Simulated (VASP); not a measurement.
# CsPbBr3 (P4/mmm) in VASP: a series of runs

Runs on CsPbBr3. Level: PBEsol. Tasks: single point.

Program: VASP 6.6.1. These are calculated values, not measurements. Logs are shortened: lines on timing, memory, paths and dates and some standing lists are left out, and cuts for length are marked.

## (1) The cell of the first run

The structure is tetragonal, space group P4/mmm (No. 123). The conventional cell has a = 5.694 Å, b = 5.694 Å, c = 5.958 Å, α = 90.00°, β = 90.00°, γ = 90.00°. Cs (site symmetry 4/mmm) has 12 Br at 4.03 to 4.12 Å and 8 Pb at 5.01 Å within 5.3 Å. Within 3.8 Å of Pb (site symmetry 4/mmm) lie 6 Br at 2.85 to 2.98 Å. Within 3.8 Å of Br (site symmetry mmm) lie 2 Pb at 2.85 Å. Within 4.2 Å of Br (site symmetry 4/mmm) lie 2 Pb at 2.98 Å and 4 Cs at 4.03 Å and 8 Br at 4.12 Å.

## (2) Single point, PBEsol (strain -0.030 along x and y, +0.015 along z)

Contents of INCAR:

```
ALGO     = Normal         # electronic algorithm
EDIFF    = 1E-7           # SCF threshold, eV
ENCUT    = 520            # plane-wave cutoff, eV
GGA      = PS             # functional
ISIF     = 2              # what is computed and relaxed
ISMEAR   = 0              # smearing method
LASPH    = True           # aspherical terms in the spheres
LCHARG   = False          # write CHGCAR
LREAL    = False          # projectors in reciprocal space
LWAVE    = False          # write WAVECAR
NBANDS   = 30             # bands
NELM     = 80             # most SCF steps
PREC     = Accurate       # precision mode
SIGMA    = 0.05           # smearing width, eV
```

Contents of KPOINTS:

```
k-points
0
Gamma
  6 6 6
```

Contents of POSCAR:

```
CsPbBr3
1.0
    5.6939000000      0.0000000000      0.0000000000
    0.0000000000      5.6939000000      0.0000000000
    0.0000000000      0.0000000000      5.9580500000
Cs Pb Br
1 1 3
Direct
    0.0000000000      0.0000000000      0.0000000000
    0.5000000000      0.5000000000      0.5000000000
    0.0000000000      0.5000000000      0.5000000000
    0.5000000000      0.0000000000      0.5000000000
    0.5000000000      0.5000000000      0.0000000000
```

Potentials or basis: VASP PAW PBE potentials, release 64 (Cs_sv, Pb_d, Br).

On the command line:

```bash
$ cat potpaw_PBE.64/Cs_sv/POTCAR potpaw_PBE.64/Pb_d/POTCAR potpaw_PBE.64/Br/POTCAR > POTCAR
$ mpirun -np 1 vasp_std > vasp.out
```

OUTCAR:

```text
EDIFF = 1E-7
   ENCUT = 520
   GGA = PS
   ISIF = 2
   ISMEAR = 0
   LASPH = True
   LREAL = False
   NELM = 80
   PREC = Accurate

 ion  position               nearest neighbor table
   1  0.000  0.000  0.000-
   2  0.500  0.500  0.500-   3 2.85   4 2.85   4 2.85   3 2.85   5 2.98   5 2.98
   3  0.000  0.500  0.500-   2 2.85   2 2.85
   4  0.500  0.000  0.500-   2 2.85   2 2.85
   5  0.500  0.500  0.000-   2 2.98   2 2.98

  LATTYP: Found a simple tetragonal cell.
 ALAT       =     5.6939000000
 C/A-ratio  =     1.0463917526

  Lattice vectors:

 A1 = (   5.6939000000,   0.0000000000,   0.0000000000)
 A2 = (   0.0000000000,   5.6939000000,   0.0000000000)
 A3 = (   0.0000000000,   0.0000000000,   5.9580500000)

Analysis of symmetry for initial positions (statically):
=====================================================================
 Subroutine PRICEL returns:
 Original cell was already a primitive cell.

 Routine SETGRP: Setting up the symmetry group for a
 simple tetragonal supercell.

 Subroutine GETGRP returns: Found 16 space group operations
 (whereof 16 operations were pure point group operations)
 out of a pool of 16 trial point group operations.

The static configuration has the point symmetry D_4h.

Analysis of symmetry for dynamics (positions and initial velocities):
=====================================================================
 Subroutine PRICEL returns:
 Original cell was already a primitive cell.

 Routine SETGRP: Setting up the symmetry group for a
 simple tetragonal supercell.

 Subroutine GETGRP returns: Found 16 space group operations
 (whereof 16 operations were pure point group operations)
 out of a pool of 16 trial point group operations.

The dynamic configuration has the point symmetry D_4h.

 Subroutine INISYM returns: Found 16 space group operations
 (whereof 16 operations are pure point group operations),
 and found     1 'primitive' translations

----------------------------------------------------------------------------------------

                                     Primitive cell

  volume of cell :     193.1629

  direct lattice vectors                    reciprocal lattice vectors
     5.693900000  0.000000000  0.000000000     0.175626548  0.000000000  0.000000000
     0.000000000  5.693900000  0.000000000     0.000000000  0.175626548  0.000000000
     0.000000000  0.000000000  5.958050000     0.000000000  0.000000000  0.167840149

  length of vectors
     5.693900000  5.693900000  5.958050000     0.175626548  0.175626548  0.167840149

  position of ions in fractional coordinates (direct lattice)
     0.000000000  0.000000000  0.000000000
     0.500000000  0.500000000  0.500000000
     0.000000000  0.500000000  0.500000000
     0.500000000  0.000000000  0.500000000
     0.500000000  0.500000000  0.000000000

  ion indices of the primitive-cell ions
   primitive index   ion index
                 1           1
                 2           2
                 3           3
                 4           4
                 5           5

----------------------------------------------------------------------------------------

 KPOINTS: k-points

Automatic generation of k-mesh.
 Grid dimensions read from file:
 generate k-points for:    6    6    6

 Generating k-lattice:

  Cartesian coordinates                     Fractional coordinates (reciprocal lattice)
     0.029271091  0.000000000  0.000000000     0.166666667  0.000000000  0.000000000
     0.000000000  0.029271091  0.000000000     0.000000000  0.166666667  0.000000000
     0.000000000  0.000000000  0.027973358     0.000000000  0.000000000  0.166666667

  Length of vectors
     0.029271091  0.029271091  0.027973358

  Shift w.r.t. Gamma in fractional coordinates (k-lattice)
     0.000000000  0.000000000  0.000000000

 Subroutine IBZKPT returns following result:
 ===========================================

 Found     40 irreducible k-points:

 Following reciprocal coordinates:
            Coordinates               Weight
  0.000000  0.000000  0.000000      1.000000
  0.166667  0.000000  0.000000      4.000000
  0.333333  0.000000  0.000000      4.000000
  0.500000  0.000000  0.000000      2.000000
  0.166667  0.166667  0.000000      4.000000
  0.333333  0.166667  0.000000      8.000000
[... 16 lines left out ...]
  0.333333  0.000000  0.333333      8.000000
  0.500000  0.000000  0.333333      4.000000
 [... further k-points ...]
   k-points           NKPTS =     40   k-points in BZ     NKDIM =     40   number of bands    NBANDS=     30
   number of dos      NEDOS =    301   number of ions     NIONS =      5
   total plane-waves  NPLWV =  84672
   dimension x,y,z NGX =    42 NGY =   42 NGZ =   48
   dimension x,y,z NGXF=    84 NGYF=   84 NGZF=   96
   ions per type =               1   1   3
   NGX,Y,Z   is equivalent  to a cutoff of  12.26, 12.26, 13.39 a.u.
   NGXF,Y,Z  is equivalent  to a cutoff of  24.53, 24.53, 26.79 a.u.
 SYSTEM =  unknown system
   PREC   = accura    normal or accurate (medium, high low for compatibility)
   ISTART =      0    job   : 0-new  1-cont  2-samecut
   ICHARG =      2    charge: 1-file 2-atom 10-const
   ISPIN  =      1    spin polarized calculation?
   LNONCOLLINEAR =      F non collinear calculations
   LSORBIT =      F    spin-orbit coupling
   LASPH  =      T    aspherical Exc in radial PAW
   ENCUT  =  520.0 eV  38.22 Ry    6.18 a.u.  10.59 10.59 11.08*2*pi/ulx,y,z
   NELM   =     80;   NELMIN=  2; NELMDL= -5     # of ELM steps
   EDIFF  = 0.1E-06   stopping-criterion for ELM
   LREAL  =      F    real-space projection
   EDIFFG = 0.1E-05   stopping-criterion for IOM
   NSW    =      0    number of steps for IOM
   IBRION =     -1    ionic relax: 0-MD 1-quasi-New 2-CG
   NFREE  =      0    steps in history (QN), initial steepest desc. (CG)
   ISIF   =      2    stress and relaxation
   ISYM   =      2    0-nonsym 1-usesym 2-fastsym
   POTIM  = 0.5000    time-step for ionic-motion
   TEBEG  =    0.0;   TEEND  =   0.0 temperature during run
   PSTRESS=    0.0 pullay stress
   NELECT =      44.0000    total number of electrons
   NUPDOWN=      -1.0000    fix difference up-down
   EMIN   =  10.00;   EMAX   =-10.00  energy-range for DOS
   EFERMI =   0.00;   METHOD = LEGACY
   ISMEAR =     0;   SIGMA  =   0.05  broadening in eV -4-tet -1-fermi 0-gaus
   EFERMI_NEDOS =   21; number of points for ismear=-14 and -15
   IALGO  =     38    algorithm
   IMIX   =      4    mixing-type and parameters
     AMIX     =   0.40;   BMIX     =  1.00
     AMIX_MAG =   1.60;   BMIX_MAG =  1.00
  volume/ion in A,a.u.               =      38.63       260.71
  Fermi-wavevector in a.u.,A,eV,Ry     =   0.999811  1.889368 13.600676  0.999621
  Thomas-Fermi vector in A             =   2.132126
   LORBIT       =      0    0 simple, 1 ext, 2 COOP (PROOUT), +10 PAW based schemes
   GGA     = PS    functional components
   LHFCALC =     F    Hartree Fock is set to
   AEXX    =    0.0000 exact exchange contribution
   IVDW    =     0    specifies the selected vdW correction
   LEPSILON=     F    determine dielectric tensor
   LRPA    =     F    only Hartree local field effects (RPA)
 non-spin polarized calculation
 Gauss-broadening in eV      SIGMA  =   0.05
  energy-cutoff  :      520.00
  volume of cell :      193.16
 maximum number of plane-waves:      5240
   NGX = 21   NGY = 21   NGZ = 23

 number of electron      43.9999999 magnetization

 Free energy of the ion-electron system (eV)
  ---------------------------------------------------
  ext. energy  EPLUGINS =         0.00000000
  ---------------------------------------------------
  free energy    TOTEN  =       -16.73051307 eV

  energy without entropy =      -16.73051307  energy(sigma->0) =      -16.73051307

 E-fermi :   2.0104     XC(G=0):  -8.0193

 val. band max:        1.8049188393   @ k =   0.5000   0.5000   0.5000
 cond. band min:       2.7776376840   @ k =   0.5000   0.5000   0.5000
 fundamental gap:      0.9727188446
 Fermi energy:         2.0103850700

 k-point     1 :       0.0000    0.0000    0.0000
  band No.  band energies     occupation
      1     -19.9143      2.00000
      2     -15.3290      2.00000
      3     -15.2592      2.00000
      4     -15.0626      2.00000
      5     -15.0626      2.00000
      6     -15.0531      2.00000
[... 22 lines left out ...]
     29       7.2809      0.00000
     30       8.1084      0.00000

 k-point     2 :       0.1667    0.0000    0.0000
  band No.  band energies     occupation
      1     -19.9139      2.00000
      2     -15.3124      2.00000
      3     -15.2484      2.00000
      4     -15.0630      2.00000
      5     -15.0626      2.00000
      6     -15.0536      2.00000
[... 22 lines left out ...]
     29       7.1252      0.00000
     30       7.2323      0.00000

 k-point     3 :       0.3333    0.0000    0.0000
  band No.  band energies     occupation
      1     -19.9130      2.00000
      2     -15.2946      2.00000
      3     -15.2096      2.00000
      4     -15.0639      2.00000
      5     -15.0625      2.00000
      6     -15.0545      2.00000
[... 22 lines left out ...]
     29       6.9746      0.00000
     30       7.4566      0.00000

 k-point     4 :       0.5000    0.0000    0.0000
  band No.  band energies     occupation
      1     -19.9125      2.00000
      2     -15.2906      2.00000
      3     -15.1841      2.00000
      4     -15.0643      2.00000
      5     -15.0625      2.00000
      6     -15.0549      2.00000
[... 616 lines left out ...]
     29       6.9375      0.00000
     30       7.5434      0.00000

 k-point    23 :       0.3333    0.0000    0.3333
  band No.  band energies     occupation
      1     -19.9123      2.00000
      2     -15.2879      2.00000
      3     -15.1744      2.00000
      4     -15.0645      2.00000
      5     -15.0632      2.00000
      6     -15.0545      2.00000
[... 22 lines left out ...]
     29       7.2576      0.00000
     30       7.4226      0.00000

 k-point    24 :       0.5000    0.0000    0.3333
  band No.  band energies     occupation
      1     -19.9119      2.00000
      2     -15.2810      2.00000
      3     -15.1501      2.00000
      4     -15.0650      2.00000
      5     -15.0632      2.00000
      6     -15.0549      2.00000
[... 22 lines left out ...]
     29       7.3677      0.00000
     30       7.7657      0.00000

 [... further k-points ...]

------------------------ aborting loop because EDIFF is reached ----------------------------------------

  FORCE on cell =-STRESS in cart. coord.  units (eV):
  Direction    XX          YY          ZZ          XY          YZ          ZX
  --------------------------------------------------------------------------------------
  -------------------------------------------------------------------------------------
  Total        2.4728364      2.4728364     -0.3917641      0.0000000      0.0000000      0.0000000
  in kB       20.5107790     20.5107790     -3.2494614      0.0000000      0.0000000      0.0000000
  external PRESSURE =      12.5906988 kB  Pullay stress =       0.0000000 kB

 VOLUME and BASIS-vectors are now :
 -----------------------------------------------------------------------------
  energy-cutoff  :      520.00
  volume of cell :      193.16
      direct lattice vectors                 reciprocal lattice vectors
     5.693900000  0.000000000  0.000000000     0.175626548  0.000000000  0.000000000
     0.000000000  5.693900000  0.000000000     0.000000000  0.175626548  0.000000000
     0.000000000  0.000000000  5.958050000     0.000000000  0.000000000  0.167840149

 POSITION                                       TOTAL-FORCE (eV/Angst)
 -----------------------------------------------------------------------------------
      0.00000      0.00000      0.00000         0.000000      0.000000      0.000000
      2.84695      2.84695      2.97903         0.000000      0.000000      0.000000
      0.00000      2.84695      2.97903         0.000000      0.000000      0.000000
      2.84695      0.00000      2.97903         0.000000      0.000000      0.000000
      2.84695      2.84695      0.00000         0.000000      0.000000      0.000000
 -----------------------------------------------------------------------------------
    total drift:                                0.000000     -0.000000     -0.000000

  FREE ENERGIE OF THE ION-ELECTRON SYSTEM (eV)
  ---------------------------------------------------
  free  energy   TOTEN  =       -16.7305130672 eV

  energy  without entropy=      -16.7305130672  energy(sigma->0) =      -16.73051307
```

Wall time 1.7 min (1 thread of Intel Xeon 6975P-C (Granite Rapids), shared host); peak memory 0.41 GiB.

Results:

```yaml
Free_energy: -16.7305 eV
Pressure: 1.3 GPa
Band_gap_on_the_k_mesh: 0.97 eV
```

Stress tensor (GPa, compression positive):
```
 2.05  0.00  0.00
 0.00  2.05  0.00
 0.00  0.00 -0.32
```

Caveat: the cell differs from its parent crystal (strain -0.030 along x and y, +0.015 along z); the PAW data sets were made with another functional, which shifts forces and pressure a little; spin-orbit coupling is left out, which moves the levels of the heavy elements.

(Part 1 of 2 ends here.)
